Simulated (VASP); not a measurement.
# CdS (R-3m) in VASP: a series of runs

CdS is run at these levels: PBE, r2SCAN; tasks: single point.

Program: VASP 6.6.1. These are calculated values, not measurements. Logs are shortened: lines on timing, memory, paths and dates and some standing lists are left out, and cuts for length are marked.

## Step 1: The cell of the first run

The structure is trigonal, space group R-3m (No. 166). The conventional cell has a = 4.015 Å, b = 4.015 Å, c = 9.115 Å, α = 90.00°, β = 90.00°, γ = 120.00°. Cd (site symmetry -3m) has 6 S at 2.77 Å and 12 Cd at 3.82 to 4.01 Å within 4.1 Å. Within 4.1 Å of S (site symmetry -3m) lie 6 Cd at 2.77 Å and 12 S at 3.82 to 4.01 Å.

## Step 2: Single point, PBE (epitaxial 111 strain +4.1%)

Input file INCAR:

```
SYSTEM = CdS
PREC = Accurate
ENCUT = 630
EDIFF = 1E-6
ISMEAR = -1
SIGMA = 0.02
LREAL = .False.
LASPH = .True.
NELM = 120
ALGO = Normal
ISIF = 2
LWAVE = .False.
LCHARG = .True.
GGA = PE
LELF = .True.
LVHAR = .True.
NBANDS = 20
GGA_COMPAT = .False.
```

Input file KPOINTS:

```
Automatic mesh
0
Gamma
  8 8 8
  0 0 0
```

Input file POSCAR:

```
CdS
1.0
   -0.1384494565      2.7003976037      2.7003976037
    2.7003976037     -0.1384494565      2.7003976037
    2.7003976037      2.7003976037     -0.1384494565
Cd S
1 1
Direct
    0.0000000000      0.0000000000      0.0000000000
    0.5000000000      0.5000000000      0.5000000000
```

Potentials or basis: VASP PAW PBE potentials, release 64 (Cd_sv_GW, S).

Run with:

```sh
cat potpaw_PBE.64/Cd_sv_GW/POTCAR potpaw_PBE.64/S/POTCAR > POTCAR
mpirun -np 1 vasp_std > vasp.out
```

OUTCAR:

```text
SYSTEM = CdS
   PREC = Accurate
   ENCUT = 630
   EDIFF = 1E-6
   ISMEAR = -1
   LREAL = .False.
   LASPH = .True.
   NELM = 120
   ISIF = 2
   GGA = PE

 ion  position               nearest neighbor table
   1  0.000  0.000  0.000-
   2  0.500  0.500  0.500-

  LATTYP: Found a trigonal (rhomboedric) cell.
 ALAT       =     3.8214477215
 COS(alpha) =     0.4481409784

  Lattice vectors:

 A1 = (  -0.1384494565,   2.7003976037,   2.7003976037)
 A2 = (   2.7003976037,  -0.1384494565,   2.7003976037)
 A3 = (   2.7003976037,   2.7003976037,  -0.1384494565)

Analysis of symmetry for initial positions (statically):
=====================================================================
 Subroutine PRICEL returns:
 Original cell was already a primitive cell.

 Routine SETGRP: Setting up the symmetry group for a
 trigonal (rhombohedral) supercell.

 Subroutine GETGRP returns: Found 12 space group operations
 (whereof 12 operations were pure point group operations)
 out of a pool of 12 trial point group operations.

The static configuration has the point symmetry D_3d.

Analysis of symmetry for dynamics (positions and initial velocities):
=====================================================================
 Subroutine PRICEL returns:
 Original cell was already a primitive cell.

 Routine SETGRP: Setting up the symmetry group for a
 trigonal (rhombohedral) supercell.

 Subroutine GETGRP returns: Found 12 space group operations
 (whereof 12 operations were pure point group operations)
 out of a pool of 12 trial point group operations.

The dynamic configuration has the point symmetry D_3d.

 Subroutine INISYM returns: Found 12 space group operations
 (whereof 12 operations are pure point group operations),
 and found     1 'primitive' translations

----------------------------------------------------------------------------------------

                                     Primitive cell

  volume of cell :      42.4095

  direct lattice vectors                    reciprocal lattice vectors
    -0.138449457  2.700397604  2.700397604    -0.171494012  0.180761667  0.180761667
     2.700397604 -0.138449457  2.700397604     0.180761667 -0.171494012  0.180761667
     2.700397604  2.700397604 -0.138449457     0.180761667  0.180761667 -0.171494012

  length of vectors
     3.821447721  3.821447721  3.821447721     0.307830728  0.307830728  0.307830728

  position of ions in fractional coordinates (direct lattice)
     0.000000000  0.000000000  0.000000000
     0.500000000  0.500000000  0.500000000

  ion indices of the primitive-cell ions
   primitive index   ion index
                 1           1
                 2           2

----------------------------------------------------------------------------------------

 KPOINTS: Automatic mesh

Automatic generation of k-mesh.
 Grid dimensions read from file:
 generate k-points for:    8    8    8

 Generating k-lattice:

  Cartesian coordinates                     Fractional coordinates (reciprocal lattice)
    -0.021436751  0.022595208  0.022595208     0.125000000  0.000000000  0.000000000
     0.022595208 -0.021436751  0.022595208     0.000000000  0.125000000  0.000000000
     0.022595208  0.022595208 -0.021436751     0.000000000  0.000000000  0.125000000

  Length of vectors
     0.038478841  0.038478841  0.038478841

  Shift w.r.t. Gamma in fractional coordinates (k-lattice)
     0.000000000  0.000000000  0.000000000

 Subroutine IBZKPT returns following result:
 ===========================================

 Found     65 irreducible k-points:

 Following reciprocal coordinates:
            Coordinates               Weight
  0.000000  0.000000  0.000000      1.000000
  0.125000 -0.000000 -0.000000      6.000000
  0.250000 -0.000000 -0.000000      6.000000
  0.375000 -0.000000 -0.000000      6.000000
  0.500000 -0.000000 -0.000000      3.000000
  0.125000  0.125000 -0.000000      6.000000
[... 16 lines left out ...]
  0.250000  0.125000  0.125000      6.000000
  0.375000  0.125000  0.125000      6.000000
 [... further k-points ...]
   k-points           NKPTS =     65   k-points in BZ     NKDIM =     65   number of bands    NBANDS=     20
   number of dos      NEDOS =    301   number of ions     NIONS =      2
   total plane-waves  NPLWV =  32768
   dimension x,y,z NGX =    32 NGY =   32 NGZ =   32
   dimension x,y,z NGXF=    64 NGYF=   64 NGZF=   64
   ions per type =               1   1
   NGX,Y,Z   is equivalent  to a cutoff of  13.92, 13.92, 13.92 a.u.
   NGXF,Y,Z  is equivalent  to a cutoff of  27.84, 27.84, 27.84 a.u.
 SYSTEM =  CdS
   PREC   = accura    normal or accurate (medium, high low for compatibility)
   ISTART =      0    job   : 0-new  1-cont  2-samecut
   ICHARG =      2    charge: 1-file 2-atom 10-const
   ISPIN  =      1    spin polarized calculation?
   LNONCOLLINEAR =      F non collinear calculations
   LSORBIT =      F    spin-orbit coupling
   LASPH  =      T    aspherical Exc in radial PAW
   ENCUT  =  630.0 eV  46.30 Ry    6.80 a.u.   7.82  7.82  7.82*2*pi/ulx,y,z
   NELM   =    120;   NELMIN=  2; NELMDL= -5     # of ELM steps
   EDIFF  = 0.1E-05   stopping-criterion for ELM
   LREAL  =      F    real-space projection
   EDIFFG = 0.1E-04   stopping-criterion for IOM
   NSW    =      0    number of steps for IOM
   IBRION =     -1    ionic relax: 0-MD 1-quasi-New 2-CG
   NFREE  =      0    steps in history (QN), initial steepest desc. (CG)
   ISIF   =      2    stress and relaxation
   ISYM   =      2    0-nonsym 1-usesym 2-fastsym
   POTIM  = 0.5000    time-step for ionic-motion
   TEBEG  =    0.0;   TEEND  =   0.0 temperature during run
   PSTRESS=    0.0 pullay stress
   NELECT =      26.0000    total number of electrons
   NUPDOWN=      -1.0000    fix difference up-down
   EMIN   =  10.00;   EMAX   =-10.00  energy-range for DOS
   EFERMI =   0.00;   METHOD = LEGACY
   ISMEAR =    -1;   SIGMA  =   0.02  broadening in eV -4-tet -1-fermi 0-gaus
   EFERMI_NEDOS =   21; number of points for ismear=-14 and -15
   IALGO  =     38    algorithm
   IMIX   =      4    mixing-type and parameters
     AMIX     =   0.40;   BMIX     =  1.00
     AMIX_MAG =   1.60;   BMIX_MAG =  1.00
  volume/ion in A,a.u.               =      21.20       143.10
  Fermi-wavevector in a.u.,A,eV,Ry     =   1.390736  2.628111 26.315678  1.934148
  Thomas-Fermi vector in A             =   2.514643
   LORBIT       =      0    0 simple, 1 ext, 2 COOP (PROOUT), +10 PAW based schemes
   GGA     = PE    functional components
   LHFCALC =     F    Hartree Fock is set to
   AEXX    =    0.0000 exact exchange contribution
   IVDW    =     0    specifies the selected vdW correction
   LEPSILON=     F    determine dielectric tensor
   LRPA    =     F    only Hartree local field effects (RPA)
 non-spin polarized calculation
  energy-cutoff  :      630.00
  volume of cell :       42.41
 maximum number of plane-waves:      1539
   NGX = 15   NGY = 15   NGZ = 15

 number of electron      25.9999993 magnetization

 Free energy of the ion-electron system (eV)
  ---------------------------------------------------
  ext. energy  EPLUGINS =         0.00000000
  ---------------------------------------------------
  free energy    TOTEN  =        -5.91587428 eV

  energy without entropy =       -5.91574770  energy(sigma->0) =       -5.91581099

 E-fermi :   4.5658     XC(G=0): -10.3610

 val. band max:        4.5001349803   @ k =   0.5000  -0.0000  -0.0000
 cond. band min:       4.6207870830   @ k =   0.5000   0.5000  -0.0000
 fundamental gap:      0.1206521027
 Fermi energy:         4.5658383801

 k-point     1 :       0.0000    0.0000    0.0000
  band No.  band energies     occupation
      1     -97.2026      2.00000
      2     -58.2798      2.00000
      3     -58.2595      2.00000
      4     -58.2595      2.00000
      5      -8.1679      2.00000
      6      -3.2204      2.00000
[... 12 lines left out ...]
     19      15.5297      0.00000
     20      15.5304      0.00000

 k-point     2 :       0.1250   -0.0000   -0.0000
  band No.  band energies     occupation
      1     -97.2026      2.00000
      2     -58.2798      2.00000
      3     -58.2596      2.00000
      4     -58.2595      2.00000
      5      -8.0472      2.00000
      6      -3.2526      2.00000
[... 12 lines left out ...]
     19      14.9169      0.00000
     20      15.5173      0.00000

 k-point     3 :       0.2500   -0.0000   -0.0000
  band No.  band energies     occupation
      1     -97.2026      2.00000
      2     -58.2800      2.00000
      3     -58.2600      2.00000
      4     -58.2596      2.00000
      5      -7.7257      2.00000
      6      -3.3506      2.00000
[... 12 lines left out ...]
     19      15.2958      0.00000
     20      15.7141      0.00000

 k-point     4 :       0.3750   -0.0000   -0.0000
  band No.  band energies     occupation
      1     -97.2026      2.00000
      2     -58.2802      2.00000
      3     -58.2604      2.00000
      4     -58.2596      2.00000
      5      -7.3450      2.00000
      6      -3.4483      2.00000
[... 12 lines left out ...]
     19      15.7766      0.00000
     20      16.8976      0.00000

 k-point     5 :       0.5000   -0.0000   -0.0000
  band No.  band energies     occupation
      1     -97.2025      2.00000
      2     -58.2803      2.00000
      3     -58.2605      2.00000
      4     -58.2597      2.00000
      5      -7.1618      2.00000
      6      -3.4878      2.00000
[... 12 lines left out ...]
     19      16.6001      0.00000
     20      17.1515      0.00000
[... 353 lines left out ...]
      6      -3.3241      2.00000
[... 12 lines left out ...]
     19      18.3351      0.00000
     20      18.8276      0.00000

 k-point    22 :       0.1250    0.1250    0.1250
  band No.  band energies     occupation
      1     -97.2026      2.00000
      2     -58.2799      2.00000
      3     -58.2595      2.00000
      4     -58.2595      2.00000
      5      -8.0276      2.00000
      6      -3.2147      2.00000
[... 12 lines left out ...]
     19      14.3126      0.00000
     20      14.8549      0.00000

 k-point    23 :       0.2500    0.1250    0.1250
  band No.  band energies     occupation
      1     -97.2026      2.00000
      2     -58.2802      2.00000
      3     -58.2597      2.00000
      4     -58.2595      2.00000
      5      -7.8349      2.00000
      6      -3.3157      2.00000
[... 12 lines left out ...]
     19      15.7354      0.00000
     20      16.1294      0.00000

 k-point    24 :       0.3750    0.1250    0.1250
  band No.  band energies     occupation
      1     -97.2026      2.00000
      2     -58.2804      2.00000
      3     -58.2601      2.00000
      4     -58.2596      2.00000
      5      -7.5056      2.00000
      6      -3.4139      2.00000
[... 12 lines left out ...]
     19      16.5381      0.00000
     20      17.5367      0.00000

 [... further k-points ...]

------------------------ aborting loop because EDIFF is reached ----------------------------------------

  FORCE on cell =-STRESS in cart. coord.  units (eV):
  Direction    XX          YY          ZZ          XY          YZ          ZX
  --------------------------------------------------------------------------------------
  -------------------------------------------------------------------------------------
  Total       -0.4548974     -0.4548974     -0.4548974      0.4032172      0.4032172      0.4032172
  in kB      -17.1854422    -17.1854422    -17.1854422     15.2330293     15.2330293     15.2330293
  external PRESSURE =     -17.1854422 kB  Pullay stress =       0.0000000 kB

 VOLUME and BASIS-vectors are now :
 -----------------------------------------------------------------------------
  energy-cutoff  :      630.00
  volume of cell :       42.41
      direct lattice vectors                 reciprocal lattice vectors
    -0.138449457  2.700397604  2.700397604    -0.171494012  0.180761667  0.180761667
     2.700397604 -0.138449457  2.700397604     0.180761667 -0.171494012  0.180761667
     2.700397604  2.700397604 -0.138449457     0.180761667  0.180761667 -0.171494012

 POSITION                                       TOTAL-FORCE (eV/Angst)
 -----------------------------------------------------------------------------------
      0.00000      0.00000      0.00000         0.000000      0.000000      0.000000
      2.63117      2.63117      2.63117        -0.000000     -0.000000     -0.000000
 -----------------------------------------------------------------------------------
    total drift:                                0.000000     -0.000000     -0.000000

  FREE ENERGIE OF THE ION-ELECTRON SYSTEM (eV)
  ---------------------------------------------------
  free  energy   TOTEN  =        -5.9158742770 eV

  energy  without entropy=       -5.9157476994  energy(sigma->0) =       -5.91581099
```

Run time: 24 s. Hardware: 1 thread of Intel Xeon 6975P-C (Granite Rapids), shared host; peak memory 0.23 GiB.

Results:

```
Free energy            : -5.9159 eV
Pressure               : -1.7 GPa
Band gap on the k mesh : 0.12 eV (least direct gap 1.04 eV)
```

Caveat: the cell differs from its parent crystal (epitaxial 111 strain +4.1%); the structure was generated, so it needn't be the stable form of CdS; semilocal functionals underestimate gaps, and a narrow one can read as zero.

## Step 3: Single point, r2SCAN (epitaxial 111 strain +4.1%)

POSCAR is that of step 2.

Input file INCAR.step1:

```
SYSTEM = CdS
PREC     = Accurate       ! precision mode
ENCUT    = 700            ! plane-wave cutoff, eV
ISMEAR   = -1             ! smearing method
SIGMA    = 0.02           ! smearing width, eV
LREAL    = .False.        ! projectors in reciprocal space
LASPH    = .True.         ! aspherical terms in the spheres
NELM     = 120            ! most SCF steps
NBANDS   = 20             ! bands
GGA      = PE             ! functional
ALGO     = Normal         ! electronic algorithm
EDIFF    = 1E-5           ! SCF threshold, eV
LWAVE    = .True.         ! write WAVECAR
LCHARG   = .False.        ! write CHGCAR
GGA_COMPAT= .False.
```

Input file INCAR.step2:

```
SYSTEM = CdS
PREC     = Accurate       ! precision mode
ENCUT    = 700            ! plane-wave cutoff, eV
EDIFF    = 1E-6           ! SCF threshold, eV
ISMEAR   = -1             ! smearing method
SIGMA    = 0.02           ! smearing width, eV
LREAL    = .False.        ! projectors in reciprocal space
LASPH    = .True.         ! aspherical terms in the spheres
NELM     = 120            ! most SCF steps
ALGO     = Normal         ! electronic algorithm
ISIF     = 2              ! what is computed and relaxed
LWAVE    = .False.        ! write WAVECAR
LCHARG   = .False.        ! write CHGCAR
METAGGA  = R2SCAN         ! meta-GGA
LMIXTAU  = .True.       
NBANDS   = 20             ! bands
ISTART   = 1            
GGA_COMPAT= .False.
```

Input file KPOINTS:

```
regular mesh
0
Gamma
  8 8 8
  0 0 0
```

Potentials or basis: VASP PAW PBE potentials, release 64 (Cd_sv_GW, S).

Run with:

```sh
cat potpaw_PBE.64/Cd_sv_GW/POTCAR potpaw_PBE.64/S/POTCAR > POTCAR
cp INCAR.step1 INCAR
mpirun -np 1 vasp_std > vasp.out
cp INCAR.step2 INCAR
mpirun -np 1 vasp_std > vasp.out
```

Run time: 4.4 min. Hardware: 1 thread of Intel Xeon Platinum 8259CL at 2.50GHz (Skylake/Cascade Lake), shared host; peak memory 0.28 GiB.

It converged, with:

| Property | Result |
| --- | --- |
| Free energy | -29.5349 eV |
| Pressure | -3.5 GPa |
| Band gap on the k mesh | 0.60 eV (least direct gap 1.63 eV) |

Stress tensor (GPa, compression positive):
```
-3.47  1.70  1.70
 1.70 -3.47  1.70
 1.70  1.70 -3.47
```

Levels at points of the mesh, in eV from the valence-band top:
```tsv
k point	band 10	band 11	band 12	band 13	band 14	band 15	band 16	band 17
(0.00, 0.00, 0.00)	-7.94	-0.98	-0.98	-0.45	1.18	9.24	9.24	10.39
(0.50, 0.00, 0.00)	-7.79	-4.92	-0.14	0.00	4.03	6.29	6.91	7.04
(0.50, 0.50, 0.00)	-7.09	-4.16	-2.40	-1.86	0.60	6.40	10.00	11.58
(0.50, 0.50, 0.50)	-7.77	-4.49	-0.31	-0.31	3.50	5.81	5.81	6.89
```

Caveat: the cell differs from its parent crystal (epitaxial 111 strain +4.1%); the cell stands under tension; the structure was generated, so it needn't be the stable form of CdS; semilocal functionals underestimate gaps, and a narrow one can read as zero; the PAW data sets were made with another functional, which shifts forces and pressure a little.
